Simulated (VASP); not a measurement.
A run of VASP 6.6.1 is set up as follows.

INCAR

```
PREC = Accurate ; ENCUT = 520
EDIFF = 1E-6 ; ISMEAR = 0
SIGMA = 0.1 ; LREAL = F
LASPH = T ; NELM = 60
ALGO = Normal ; ISIF = 2
LWAVE = F ; LCHARG = F
GGA = PE ; NBANDS = 22
```

File KPOINTS:

```
Automatic mesh
0
Gamma
  12 12 12
```

The input POSCAR:

```
Bi
1.0
    2.1012340492      1.2131480439      3.8964866208
   -2.1012340492      1.2131480439      3.8964866208
    0.0000000000     -2.4262960879      3.8964866208
Bi
2
Direct
    0.2275400000      0.2275400000      0.2275400000
    0.7724600000      0.7724600000      0.7724600000
```

Potentials or basis: VASP PAW PBE potentials, release 64 (Bi_d).

The run is started by

```console
$ cat potpaw_PBE.64/Bi_d/POTCAR > POTCAR
$ mpirun -np 1 vasp_std > vasp.out
```

Predict the pressure.

18.6 GPa.

Predict the band gap on the k mesh.

zero (bands 15 and 16 overlap by 0.54 eV).

Predict the largest force.

2.481 eV/Å.

Forces in eV/Å, atoms in the order of the input:
```
Bi   0.000  0.000  2.481
Bi   0.000  0.000 -2.481
```

Caveat: the cell differs from its parent crystal (As replaced by Bi, lengths x 1.146, strained); the stress differs along the axes, from 15 to 20 GPa; spin-orbit coupling is left out, which moves the levels of the heavy elements; forces of over 1 eV/Å act on the atoms, so gaps and moduli don't describe the material at rest.
